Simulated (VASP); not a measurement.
# MnO (P6_3/mmc) in VASP: notebook, part 2 of 2

VASP 6.6.1.

## Step 3: Relaxation of shape and atoms at fixed volume, RPBE+U, collinear spin, ferromagnetic start (volume scaled by 1.02)

INCAR

```
SYSTEM = MnO
ALGO     = Normal         ! electronic algorithm
EDIFF    = 1E-6           ! SCF threshold, eV
EDIFFG   = -0.01          ! ionic threshold
ENCUT    = 600            ! plane-wave cutoff, eV
GGA      = RP             ! functional
IBRION   = 2              ! ionic algorithm
ISIF     = 4              ! what is computed and relaxed
ISMEAR   = 0              ! smearing method
ISPIN    = 2              ! spin polarisation
LASPH    = .True.         ! aspherical terms in the spheres
LCHARG   = .False.        ! write CHGCAR
LDAU     = .True.         ! DFT+U
LDAUJ    = 0 0          
LDAUL    = 2 -1           ! shell
LDAUPRINT= 1            
LDAUTYPE = 2            
LDAUU    = 3.9 0          ! U, eV
LMAXMIX  = 4              ! l up to which the mixer works
LORBIT   = 11             ! projections on sites
LREAL    = .False.        ! projectors in reciprocal space
LWAVE    = .False.        ! write WAVECAR
MAGMOM   = 4.67 4.67 0.11 0.11 ! initial moments
NELM     = 150            ! most SCF steps
NSW      = 60             ! ionic steps
PREC     = Accurate       ! precision mode
SIGMA    = 0.05           ! smearing width, eV
```

KPOINTS

```
k-points
0
Gamma
  8 8 4
  0 0 0
```

POSCAR

```
MnO
1.0
    3.7739836525      0.0000000000      0.0000000000
   -1.8869918263      3.2683657166      0.0000000000
    0.0000000000      0.0000000000      4.6399041935
Mn O
2 2
Direct
    0.3333333333      0.6666666667     -0.0567850000
    0.6666666667      0.3333333333      0.4432150000
    0.3333333333      0.6666666667      0.4432150000
    0.6666666667      0.3333333333      0.9432150000
```

Potentials or basis: VASP PAW PBE potentials, release 64 (Mn_pv, O).

Run with:

```
cat potpaw_PBE.64/Mn_pv/POTCAR potpaw_PBE.64/O/POTCAR > POTCAR
mpirun -np 1 vasp_std > vasp.out
```

OUTCAR:

```text
SYSTEM = MnO
   EDIFF = 1E-6
   EDIFFG = -0.01
   ENCUT = 600
   GGA = RP
   IBRION = 2
   ISIF = 4
   ISMEAR = 0
   ISPIN = 2
   LASPH = .True.
   LORBIT = 11
   LREAL = .False.
   NELM = 150
   NSW = 60
   PREC = Accurate

 ion  position               nearest neighbor table
   1  0.333  0.667  0.943-   4 2.18   4 2.18   4 2.18   3 2.32   3 2.32
   2  0.667  0.333  0.443-   3 2.18   3 2.18   3 2.18   4 2.32   4 2.32
   3  0.333  0.667  0.443-   2 2.18   2 2.18   2 2.18   1 2.32   1 2.32
   4  0.667  0.333  0.943-   1 2.18   1 2.18   1 2.18   2 2.32   2 2.32

  LATTYP: Found a hexagonal cell.
 ALAT       =     3.7739836525
 C/A-ratio  =     1.2294446984

  Lattice vectors:

 A1 = (   3.7739836525,   0.0000000000,   0.0000000000)
 A2 = (  -1.8869918263,   3.2683657166,   0.0000000000)
 A3 = (   0.0000000000,   0.0000000000,   4.6399041935)

Analysis of symmetry for initial positions (statically):
=====================================================================
 Subroutine PRICEL returns:
 Original cell was already a primitive cell.

 Routine SETGRP: Setting up the symmetry group for a
 hexagonal supercell.
[... 331 lines left out ...]
  o =  0.9496  v =  1.0000 -0.0000 -0.0000  0.0000  0.0020  0.0000  0.0000  0.0000  0.0000  0.0000      0.0000  0.0000  0.0000  0.0000  0.0000  0.0000  0.0000  0.0000  0.0000  0.0000
  o =  0.9496  v =  0.0020 -0.0000  0.0000 -0.0000 -1.0000  0.0000  0.0000  0.0000  0.0000  0.0000      0.0000  0.0000  0.0000  0.0000  0.0000  0.0000  0.0000  0.0000  0.0000  0.0000
  o =  0.9683  v = -0.0000 -0.0000 -1.0000 -0.0000 -0.0000  0.0000  0.0000  0.0000  0.0000  0.0000      0.0000  0.0000  0.0000  0.0000  0.0000  0.0000  0.0000  0.0000  0.0000  0.0000

--------------------------------------- Ionic step        3  -------------------------------------------

 number of electron      38.0000008 magnetization      10.0000001

 Free energy of the ion-electron system (eV)
  ---------------------------------------------------
  ext. energy  EPLUGINS =         0.00000000
  ---------------------------------------------------
  free energy    TOTEN  =       -29.73242618 eV

  energy without entropy =      -29.73216893  energy(sigma->0) =      -29.73229755

 E-fermi :   4.2256     XC(G=0):  -9.8964

 val. band max:        4.1765330911   @ k =   0.3750   0.2500   0.5000
 cond. band min:       4.9381325422   @ k =   0.1250  -0.0000   0.0000
 fundamental gap:      0.7615994510
 Fermi energy:         4.2256491311

 spin component 1

 k-point     1 :       0.0000    0.0000    0.0000
  band No.  band energies     occupation
      1     -45.4722      1.00000
      2     -45.4722      1.00000
      3     -45.4677      1.00000
      4     -45.4583      1.00000
      5     -45.4583      1.00000
      6     -45.4294      1.00000
[... 1514 lines left out ...]
  FREE ENERGIE OF THE ION-ELECTRON SYSTEM (eV)
  ---------------------------------------------------
  free  energy   TOTEN  =       -29.7324261785 eV

  energy  without entropy=      -29.7321689314  energy(sigma->0) =      -29.73229755

 reached required accuracy - stopping structural energy minimisation

 total charge

# of ion       s       p       d       tot
------------------------------------------
    1        0.200   6.161   4.910  11.271
    2        0.200   6.161   4.910  11.271
    3        1.554   3.428   0.000   4.982
    4        1.554   3.428   0.000   4.982
--------------------------------------------------
tot          3.508  19.178   9.819  32.505

 magnetization (x)

# of ion       s       p       d       tot
------------------------------------------
    1        0.037   0.035   4.569   4.641
    2        0.037   0.035   4.569   4.641
    3        0.016   0.078   0.000   0.095
    4        0.016   0.078   0.000   0.095
--------------------------------------------------
tot          0.106   0.227   9.139   9.472
```

CONTCAR:

```text
MnO
   1.00000000000000
     3.7901782750894761    0.0000000000024462   -0.0000000000000000
    -1.8950891375928343    3.2823906711605089    0.0000000000000000
     0.0000000000000000   -0.0000000000000000    4.6003382628128762
  Mn              O
     2     2
Direct
     0.3333333332999970    0.6666666667000030    0.9432150000000021
     0.6666666667000030    0.3333333332999970    0.4432150000000021
     0.3333333332999970    0.6666666667000030    0.4432150000000021
     0.6666666667000030    0.3333333332999970    0.9432150000000021

  0.00000000E+00  0.00000000E+00  0.00000000E+00
  0.00000000E+00  0.00000000E+00  0.00000000E+00
  0.00000000E+00  0.00000000E+00  0.00000000E+00
  0.00000000E+00  0.00000000E+00  0.00000000E+00
```

Run time: 5.5 min. Hardware: 1 thread of Oxide Virtual Turin-like, shared host; peak memory 0.23 GiB.

What came out:

| Quantity | Value |
| --- | --- |
| Free energy | -29.7324 eV |
| Energy gained by relaxing | 0.3 meV/atom |
| Ionic steps | 3 |
| Pressure after relaxing | -2.7 GPa |
| Band gap on the k mesh | zero (filled and empty bands overlap) |
| Net moment | 10.00 μB per cell |
| Site moments | Mn +4.64; O +0.10 μB |
| Valence electrons inside the program's atomic spheres | Mn 11.27; O 4.98 |

Step by step:
| step | energy change (eV) | largest force (eV/Å) | pressure (GPa) | volume (Å³) |
| --- | --- | --- | --- | --- |
| 1 | 0.0000 | 0.0000 | -2.71 | 57.23 |
| 2 | -0.0005 | 0.0000 | -2.67 | 57.23 |
| 3 | -0.0012 | 0.0000 | -2.66 | 57.23 |

Final structure:
```
Mn O
1.0
     3.79018    0.00000    0.00000
    -1.89509    3.28239    0.00000
     0.00000    0.00000    4.60034
Mn O
2 2
Cartesian
  0.0000 2.1883 4.3391
  1.8951 1.0941 2.0389
  0.0000 2.1883 2.0389
  1.8951 1.0941 4.3391
```

Eigenvalues of the final occupation matrices:
| site | spin | trace | eigenvalues |
| --- | --- | --- | --- |
| site 1 d | 1 | 4.75 | 0.94 0.94 0.95 0.95 0.97 |
| site 1 d | 2 | 0.17 | 0.02 0.02 0.04 0.04 0.06 |
| site 2 d | 1 | 4.75 | 0.94 0.94 0.95 0.95 0.97 |
| site 2 d | 2 | 0.17 | 0.02 0.02 0.04 0.04 0.06 |

Caveat: the cell differs from its parent crystal (volume scaled by 1.02); the PAW data sets were made with another functional, which shifts forces and pressure a little; only a ferromagnetic start was run, and an antiferromagnetic order may lie lower in energy.
